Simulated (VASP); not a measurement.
# Ni (Pm-3m) in VASP: a series of runs

Ni is run at these levels: LDA; tasks: single point.

Program: VASP 6.6.1. These are calculated values, not measurements. Logs are shortened: lines on timing, memory, paths and dates and some standing lists are left out, and cuts for length are marked.

## (1) The cell of the first run

The structure is cubic, space group Pm-3m (No. 221). The conventional cell has a = 2.228 Å, b = 2.228 Å, c = 2.228 Å, α = 90.00°, β = 90.00°, γ = 90.00°. Ni (site symmetry m-3m) has 6 Ni at 2.23 Å within 2.9 Å.

## (2) Single point, LDA (volume scaled by 0.96)

INCAR reads:

```
SYSTEM = Ni
PREC = Accurate
ENCUT = 600
EDIFF = 1E-6
ISMEAR = -1
SIGMA = 0.1
LREAL = .FALSE.
LASPH = .TRUE.
NELM = 120
ALGO = Normal
ISIF = 2
LWAVE = .FALSE.
LCHARG = .FALSE.
GGA = CA
NBANDS = 11
GGA_COMPAT = .FALSE.
```

KPOINTS reads:

```
Automatic mesh
0
G
  16 16 16
  0 0 0
```

POSCAR reads:

```
Ni
1.0
    2.2283100330      0.0000000000      0.0000000000
    0.0000000000      2.2283100330      0.0000000000
    0.0000000000      0.0000000000      2.2283100330
Ni
1
Direct
    0.0000000000      0.0000000000      0.0000000000
```

Potentials or basis: VASP PAW LDA potentials, release 64 (Ni).

Started as:

```console
$ cat potpaw_LDA.64/Ni/POTCAR > POTCAR
$ mpirun -np 1 vasp_std > vasp.out
```

OUTCAR:

```text
SYSTEM = Ni
   PREC = Accurate
   ENCUT = 600
   EDIFF = 1E-6
   ISMEAR = -1
   LREAL = .FALSE.
   LASPH = .TRUE.
   NELM = 120
   ISIF = 2
   GGA = CA

 ion  position               nearest neighbor table
   1  0.000  0.000  0.000-

  LATTYP: Found a simple cubic cell.
 ALAT       =     2.2283100330

  Lattice vectors:

 A1 = (   2.2283100330,   0.0000000000,   0.0000000000)
 A2 = (   0.0000000000,   2.2283100330,   0.0000000000)
 A3 = (   0.0000000000,   0.0000000000,   2.2283100330)

Analysis of symmetry for initial positions (statically):
=====================================================================
 Subroutine PRICEL returns:
 Original cell was already a primitive cell.

 Routine SETGRP: Setting up the symmetry group for a
 simple cubic supercell.

 Subroutine GETGRP returns: Found 48 space group operations
 (whereof 48 operations were pure point group operations)
 out of a pool of 48 trial point group operations.

The static configuration has the point symmetry O_h .

Analysis of symmetry for dynamics (positions and initial velocities):
=====================================================================
 Subroutine PRICEL returns:
 Original cell was already a primitive cell.

 Routine SETGRP: Setting up the symmetry group for a
 simple cubic supercell.

 Subroutine GETGRP returns: Found 48 space group operations
 (whereof 48 operations were pure point group operations)
 out of a pool of 48 trial point group operations.

The dynamic configuration has the point symmetry O_h .

 Subroutine INISYM returns: Found 48 space group operations
 (whereof 48 operations are pure point group operations),
 and found     1 'primitive' translations

----------------------------------------------------------------------------------------

                                     Primitive cell

  volume of cell :      11.0644

  direct lattice vectors                    reciprocal lattice vectors
     2.228310033  0.000000000  0.000000000     0.448770586  0.000000000  0.000000000
     0.000000000  2.228310033  0.000000000     0.000000000  0.448770586  0.000000000
     0.000000000  0.000000000  2.228310033     0.000000000  0.000000000  0.448770586

  length of vectors
     2.228310033  2.228310033  2.228310033     0.448770586  0.448770586  0.448770586

  position of ions in fractional coordinates (direct lattice)
     0.000000000  0.000000000  0.000000000

  ion indices of the primitive-cell ions
   primitive index   ion index
                 1           1

----------------------------------------------------------------------------------------

 KPOINTS: Automatic mesh

Automatic generation of k-mesh.
 Grid dimensions read from file:
 generate k-points for:   16   16   16

 Generating k-lattice:

  Cartesian coordinates                     Fractional coordinates (reciprocal lattice)
     0.028048162  0.000000000  0.000000000     0.062500000  0.000000000  0.000000000
     0.000000000  0.028048162  0.000000000     0.000000000  0.062500000  0.000000000
     0.000000000  0.000000000  0.028048162     0.000000000  0.000000000  0.062500000

  Length of vectors
     0.028048162  0.028048162  0.028048162

  Shift w.r.t. Gamma in fractional coordinates (k-lattice)
     0.000000000  0.000000000  0.000000000

 Subroutine IBZKPT returns following result:
 ===========================================

 Found    165 irreducible k-points:

 Following reciprocal coordinates:
            Coordinates               Weight
  0.000000  0.000000  0.000000      1.000000
  0.062500  0.000000  0.000000      6.000000
  0.125000  0.000000  0.000000      6.000000
  0.187500  0.000000  0.000000      6.000000
  0.250000  0.000000  0.000000      6.000000
  0.312500  0.000000  0.000000      6.000000
[... 16 lines left out ...]
  0.437500  0.125000  0.000000     24.000000
  0.500000  0.125000  0.000000     12.000000
 [... further k-points ...]
   k-points           NKPTS =    165   k-points in BZ     NKDIM =    165   number of bands    NBANDS=     11
   number of dos      NEDOS =    301   number of ions     NIONS =      1
   total plane-waves  NPLWV =   5832
   dimension x,y,z NGX =    18 NGY =   18 NGZ =   18
   dimension x,y,z NGXF=    36 NGYF=   36 NGZF=   36
   ions per type =               1
   NGX,Y,Z   is equivalent  to a cutoff of  13.43, 13.43, 13.43 a.u.
   NGXF,Y,Z  is equivalent  to a cutoff of  26.86, 26.86, 26.86 a.u.
 SYSTEM =  Ni
   PREC   = accura    normal or accurate (medium, high low for compatibility)
   ISTART =      0    job   : 0-new  1-cont  2-samecut
   ICHARG =      2    charge: 1-file 2-atom 10-const
   ISPIN  =      1    spin polarized calculation?
   LNONCOLLINEAR =      F non collinear calculations
   LSORBIT =      F    spin-orbit coupling
   LASPH  =      T    aspherical Exc in radial PAW
   ENCUT  =  600.0 eV  44.10 Ry    6.64 a.u.   4.45  4.45  4.45*2*pi/ulx,y,z
   NELM   =    120;   NELMIN=  2; NELMDL= -5     # of ELM steps
[... 32 lines left out ...]
  energy-cutoff  :      600.00
  volume of cell :       11.06
 maximum number of plane-waves:       384
 NGX is ok and might be reduce to    18
   NGX =  9   NGY =  9   NGZ =  9

 number of electron      10.0000000 magnetization

 number of electron       9.9999993 magnetization

 Free energy of the ion-electron system (eV)
  ---------------------------------------------------
  ext. energy  EPLUGINS =         0.00000000
  ---------------------------------------------------
  free energy    TOTEN  =        -5.83721355 eV

  energy without entropy =       -5.76886171  energy(sigma->0) =       -5.80303763

 E-fermi :   8.8320     XC(G=0): -13.4059

 val. band max:        8.8307983576   @ k =   0.3750   0.1250   0.0000
 cond. band min:       8.8455827876   @ k =   0.4375   0.1250   0.0000
 fundamental gap:      0.0147844299
 Fermi energy:         8.8319998303

 k-point     1 :       0.0000    0.0000    0.0000
  band No.  band energies     occupation
      1       0.0703      2.00000
      2       4.8388      2.00000
      3       4.8388      2.00000
      4       8.9150      0.60726
      5       8.9150      0.60726
      6       8.9150      0.60726
      7      29.8699      0.00000
      8      29.8699      0.00000
      9      29.8699      0.00000
     10      34.1194      0.00000
     11      34.1194      0.00000

 k-point     2 :       0.0625    0.0000    0.0000
  band No.  band energies     occupation
      1       0.1975      2.00000
      2       4.8581      2.00000
      3       4.9018      2.00000
      4       8.8607      0.85731
      5       8.8607      0.85731
      6       8.9193      0.58912
      7      28.2362      0.00000
      8      30.0459      0.00000
      9      30.0459      0.00000
     10      34.1325      0.00000
     11      35.3031      0.00000

 k-point     3 :       0.1250    0.0000    0.0000
  band No.  band energies     occupation
      1       0.5722      2.00000
      2       4.9135      2.00000
      3       5.0858      2.00000
      4       8.7087      1.54864
      5       8.7087      1.54864
      6       8.9316      0.53930
      7      25.4762      0.00000
      8      30.5637      0.00000
      9      30.5637      0.00000
     10      34.1722      0.00000
     11      36.4285      0.00000

 k-point     4 :       0.1875    0.0000    0.0000
  band No.  band energies     occupation
      1       1.1714      2.00000
      2       4.9973      2.00000
      3       5.3772      2.00000
      4       8.4878      1.93800
      5       8.4878      1.93800
      6       8.9501      0.46974
      7      22.6717      0.00000
      8      31.3955      0.00000
      9      31.3955      0.00000
     10      34.2379      0.00000
     11      36.9016      0.00000
[... 239 lines left out ...]
 k-point    22 :       0.3750    0.1250    0.0000
  band No.  band energies     occupation
      1       4.0558      2.00000
      2       5.4983      2.00000
      3       6.3672      2.00000
      4       7.8303      1.99991
      5       8.2636      1.99322
      6       8.8308      1.00601
      7      15.8404      0.00000
      8      29.7655      0.00000
      9      35.8904      0.00000
     10      36.0192      0.00000
     11      36.9697      0.00000

 k-point    23 :       0.4375    0.1250    0.0000
  band No.  band energies     occupation
      1       4.6787      2.00000
      2       5.5928      2.00000
      3       6.2721      2.00000
      4       7.7029      1.99998
      5       8.8456      0.93219
      6       8.8575      0.87311
      7      14.1458      0.00000
      8      30.9767      0.00000
      9      34.7713      0.00000
     10      36.5961      0.00000
     11      37.6702      0.00000

 k-point    24 :       0.5000    0.1250    0.0000
  band No.  band energies     occupation
      1       4.9224      2.00000
      2       5.6547      2.00000
      3       6.1683      2.00000
      4       7.6587      1.99998
      5       8.8508      0.90629
      6       9.2368      0.03432
      7      13.4097      0.00000
      8      31.7421      0.00000
      9      33.9003      0.00000
     10      36.6131      0.00000
     11      38.8761      0.00000

 [... further k-points ...]

------------------------ aborting loop because EDIFF is reached ----------------------------------------

  FORCE on cell =-STRESS in cart. coord.  units (eV):
  Direction    XX          YY          ZZ          XY          YZ          ZX
  --------------------------------------------------------------------------------------
  -------------------------------------------------------------------------------------
  Total        0.5617221      0.5617221      0.5617221     -0.0000000     -0.0000000     -0.0000000
  in kB       81.3401952     81.3401952     81.3401952     -0.0000000     -0.0000000     -0.0000000
  external PRESSURE =      81.3401952 kB  Pullay stress =       0.0000000 kB

 VOLUME and BASIS-vectors are now :
 -----------------------------------------------------------------------------
  energy-cutoff  :      600.00
  volume of cell :       11.06
      direct lattice vectors                 reciprocal lattice vectors
     2.228310033  0.000000000  0.000000000     0.448770586  0.000000000  0.000000000
     0.000000000  2.228310033  0.000000000     0.000000000  0.448770586  0.000000000
     0.000000000  0.000000000  2.228310033     0.000000000  0.000000000  0.448770586

 POSITION                                       TOTAL-FORCE (eV/Angst)
 -----------------------------------------------------------------------------------
      0.00000      0.00000      0.00000         0.000000      0.000000      0.000000
 -----------------------------------------------------------------------------------
    total drift:                                0.000000      0.000000     -0.000000

  FREE ENERGIE OF THE ION-ELECTRON SYSTEM (eV)
  ---------------------------------------------------
  free  energy   TOTEN  =        -5.8372135545 eV

  energy  without entropy=       -5.7688617060  energy(sigma->0) =       -5.80303763
```

Run time: 18 s. Hardware: 1 thread of AMD EPYC 7R13, shared host; peak memory 0.1 GiB.

Results:

```yaml
Free_energy: -5.8372 eV
Pressure: 8.1 GPa
Band_gap_on_the_k_mesh: zero (band 5 reaches 9.80 eV, above the bottom of band 6 at 8.34 eV)
```

Levels at points of the mesh, in eV from the Fermi level:
```csv
k point,band 2,band 3,band 4,band 5,band 6,band 7,band 8,band 9
"(0.00, 0.00, 0.00)",-3.99,-3.99,0.08,0.08,0.08,21.04,21.04,21.04
"(0.50, 0.00, 0.00)",-3.46,-1.32,-1.21,-1.21,0.20,4.52,25.83,28.69
"(0.50, 0.50, 0.00)",-3.02,-0.95,-0.95,0.90,5.60,5.60,12.37,13.10
"(0.50, 0.50, 0.50)",-3.56,-3.56,0.97,0.97,13.00,13.00,13.00,14.39
```

Caveat: the cell differs from its parent crystal (volume scaled by 0.96); the run has no spin polarisation, though such a crystal can be magnetic.

## (3) Single point, LDA

This run uses another cell than the first one, of 11.53 Å³/atom, 1.042 times its volume.

INCAR reads:

```
SYSTEM = Ni
ALGO     = Normal         ! electronic algorithm
EDIFF    = 1E-6           ! SCF threshold, eV
ENCUT    = 600            ! plane-wave cutoff, eV
GGA      = CA             ! functional
GGA_COMPAT= .FALSE.      
ISIF     = 2              ! what is computed and relaxed
ISMEAR   = -1             ! smearing method
LASPH    = .TRUE.         ! aspherical terms in the spheres
LCHARG   = .TRUE.         ! write CHGCAR
LELF     = .TRUE.         ! ELF
LREAL    = .FALSE.        ! projectors in reciprocal space
LVHAR    = .TRUE.       
LWAVE    = .FALSE.        ! write WAVECAR
NBANDS   = 11             ! bands
NELM     = 120            ! most SCF steps
PREC     = Accurate       ! precision mode
SIGMA    = 0.1            ! smearing width, eV
```

KPOINTS reads:

```
k-points
0
G
  16 16 16
  0 0 0
```

POSCAR reads:

```
Ni
1.0
    2.2588386216      0.0000000000      0.0000000000
    0.0000000000      2.2588386216      0.0000000000
    0.0000000000      0.0000000000      2.2588386216
Ni
1
Direct
    0.0000000000      0.0000000000      0.0000000000
```

Potentials or basis: VASP PAW LDA potentials, release 64 (Ni).

Started as:

```console
$ cat potpaw_LDA.64/Ni/POTCAR > POTCAR
$ mpirun -np 1 vasp_std > vasp.out
```

Run time: 19 s. Hardware: 1 thread of AMD EPYC 7R13, shared host; peak memory 0.1 GiB.

The run converged. Its results:

| Quantity | Value |
| --- | --- |
| Free energy | -5.8484 eV |
| Pressure | -0.2 GPa |
| Band gap on the k mesh | zero (band 5 reaches 9.15 eV, above the bottom of band 6 at 7.78 eV) |

Levels at points of the mesh, in eV from the Fermi level:
```tsv
k point	band 2	band 3	band 4	band 5	band 6	band 7	band 8	band 9
(0.00, 0.00, 0.00)	-3.77	-3.77	0.07	0.07	0.07	20.53	20.53	20.53
(0.50, 0.00, 0.00)	-3.28	-1.18	-1.14	-1.14	0.18	4.29	25.45	28.07
(0.50, 0.50, 0.00)	-2.87	-0.89	-0.89	0.84	5.49	5.49	12.11	12.52
(0.50, 0.50, 0.50)	-3.35	-3.35	0.91	0.91	12.59	12.59	12.59	14.30
```

Caveat: the run has no spin polarisation, though such a crystal can be magnetic. Spin polarisation is off, so any magnetic state and its effect on volume and gap are missing.

## (4) Single point, LDA (volume scaled by 1.04)

INCAR reads:

```
PREC = Accurate
ENCUT = 600
EDIFF = 1E-6
ISMEAR = -1
SIGMA = 0.1
LREAL = False
LASPH = True
NELM = 120
ALGO = Normal
ISIF = 2
LWAVE = False
LCHARG = False
GGA = CA
NBANDS = 11
GGA_COMPAT = False
```

KPOINTS reads:

```
Automatic mesh
0
Gamma
  16 16 16
```

POSCAR reads:

```
Ni
1.0
    2.2885635912      0.0000000000      0.0000000000
    0.0000000000      2.2885635912      0.0000000000
    0.0000000000      0.0000000000      2.2885635912
Ni
1
Direct
    0.0000000000      0.0000000000      0.0000000000
```

Started as:

```console
$ cat potpaw_LDA.64/Ni/POTCAR > POTCAR
$ mpirun -np 1 vasp_std > vasp.out
```

Wall time 19 s (1 thread of AMD EPYC 7R13, shared host); peak memory 0.1 GiB.

The run converged. Its results:

* Free energy: -5.8380 eV
* Pressure: -6.9 GPa
* Band gap on the k mesh: zero (band 5 reaches 8.56 eV, above the bottom of band 6 at 7.26 eV)

Levels at points of the mesh, in eV from the Fermi level:
```tsv
k point	band 1	band 2	band 3	band 4	band 5	band 6	band 7	band 8	band 9	band 10
(0.00, 0.00, 0.00)	-8.21	-3.57	-3.57	0.07	0.07	0.07	20.05	20.05	20.05	24.08
(0.50, 0.00, 0.00)	-3.95	-3.10	-1.08	-1.08	-1.06	0.17	4.08	25.08	27.49	27.67
(0.50, 0.50, 0.00)	-4.17	-2.73	-0.84	-0.84	0.79	5.39	5.39	11.87	11.98	31.98
(0.50, 0.50, 0.50)	-3.16	-3.16	-3.16	0.85	0.85	12.21	12.21	12.21	14.20	17.76
```

Caveat: the cell differs from its parent crystal (volume scaled by 1.04); the run has no spin polarisation, though such a crystal can be magnetic. Spin polarisation is off, so any magnetic state and its effect on volume and gap are missing.

## (5) Single point, LDA, non-collinear spin, zero start, spin-orbit coupling

This run uses another cell than the first one, of 11.53 Å³/atom, 1.042 times its volume.

INCAR reads:

```
ALGO     = Normal         # electronic algorithm
EDIFF    = 1E-6           # SCF threshold, eV
ENCUT    = 600            # plane-wave cutoff, eV
GGA_COMPAT= F            
ISIF     = 2              # what is computed and relaxed
ISMEAR   = -1             # smearing method
LASPH    = T              # aspherical terms in the spheres
LCHARG   = F              # write CHGCAR
LMAXMIX  = 4              # l up to which the mixer works
LORBIT   = 11             # projections on sites
LORBMOM  = T            
LREAL    = F              # projectors in reciprocal space
LSORBIT  = T              # spin-orbit coupling
LWAVE    = F              # write WAVECAR
MAGMOM   = 0 0 0          # initial moments
NBANDS   = 21             # bands
NELM     = 200            # most SCF steps
PREC     = Accurate       # precision mode
SIGMA    = 0.1            # smearing width, eV
```

KPOINTS reads:

```
k-points
0
Gamma
  14 14 14
```

POSCAR reads:

```
Ni
1.0
    2.2588386216      0.0000000000      0.0000000000
    0.0000000000      2.2588386216      0.0000000000
    0.0000000000      0.0000000000      2.2588386216
Ni
1
Direct
    0.0000000000      0.0000000000      0.0000000000
```

Started as:

```console
$ cat potpaw_LDA.64/Ni/POTCAR > POTCAR
$ mpirun -np 1 vasp_ncl > vasp.out
```

Wall time 62 s (1 thread of AMD EPYC 7R13, shared host); peak memory 0.14 GiB.

The run converged. Its results:

- Free energy: -5.8582 eV
- Pressure: -0.2 GPa
- Net moment: 0.00 μB per cell
- Valence electrons inside the program's atomic spheres: Ni 9.40

Moments on the atoms (μB; x, y, z):
```
Ni  0.00 0.00 0.00
```

## (6) Single point, LDA, collinear spin, ferromagnetic start (volume scaled by 1.08)

INCAR reads:

```
ALGO = Normal
EDIFF = 1E-7
ENCUT = 520
ISIF = 2
ISMEAR = -1
ISPIN = 2
LASPH = True
LCHARG = False
LMAXMIX = 4
LORBIT = 11
LREAL = False
LWAVE = False
MAGMOM = 0.463
NBANDS = 15
NELM = 150
PREC = Accurate
SIGMA = 0.05
```

KPOINTS reads:

```
k-points
0
Gamma
  23 23 23
```

POSCAR reads:

```
Ni
1.0
    2.3187323286      0.0000000000      0.0000000000
    0.0000000000      2.3187323286      0.0000000000
    0.0000000000      0.0000000000      2.3187323286
Ni
1
Direct
    0.0000000000      0.0000000000      0.0000000000
```

Potentials or basis: VASP PAW LDA potentials, release 64 (Ni).

Started as:

```console
$ cat potpaw_LDA.64/Ni/POTCAR > POTCAR
$ mpirun -np 1 vasp_std > vasp.out
```

Wall time 1.8 min (1 thread of Intel Xeon Platinum 8259CL at 2.50GHz (Skylake/Cascade Lake), shared host); peak memory 0.2 GiB.

Results (log left out):

* Free energy: -5.7884 eV
* Pressure: -12.0 GPa
* Net moment: 0.48 μB per cell
* Site moments: Ni +0.48 μB
* Valence electrons inside the program's atomic spheres: Ni 9.28

Levels at points of the mesh, in eV from the Fermi level:
Spin up:
| k point | band 3 | band 4 | band 5 | band 6 | band 7 | band 8 |
| --- | --- | --- | --- | --- | --- | --- |
| (0.00, 0.00, 0.00) | -3.61 | -0.26 | -0.26 | -0.26 | 19.50 | 19.50 |
Spin down:
```csv
k point,band 2,band 3,band 4,band 5,band 6,band 7,band 8,band 9
"(0.00, 0.00, 0.00)",-3.24,-3.24,0.27,0.27,0.27,19.59,19.59,19.59
```

Caveat: the cell differs from its parent crystal (volume scaled by 1.08).

## (7) Overview

```tsv
spin	cell	k mesh	cutoff (eV)	smearing	gap on the mesh (eV)	pressure (GPa)	moment (μB)
off	a = 2.228 Å, 1 atom	16 × 16 × 16	600	fermi-dirac 0.1 eV	none	8.1	-
off	a = 2.259 Å, 1 atom	16 × 16 × 16	600	fermi-dirac 0.1 eV	none	-0.2	-
off	a = 2.289 Å, 1 atom	16 × 16 × 16	600	fermi-dirac 0.1 eV	none	-6.9	-
non-collinear, zero start, SOC	a = 2.259 Å, 1 atom	14 × 14 × 14	600	fermi-dirac 0.1 eV	-	-0.2	0.00
collinear, ferromagnetic start	a = 2.319 Å, 1 atom	23 × 23 × 23	520	fermi-dirac 0.05 eV	none	-12.0	0.48
```

Alike in all rows: task single point; level LDA; potentials or basis VASP PAW LDA potentials, release 64 (Ni).

Total energies depend on the potentials used, so only differences within one code and one set of settings carry meaning.
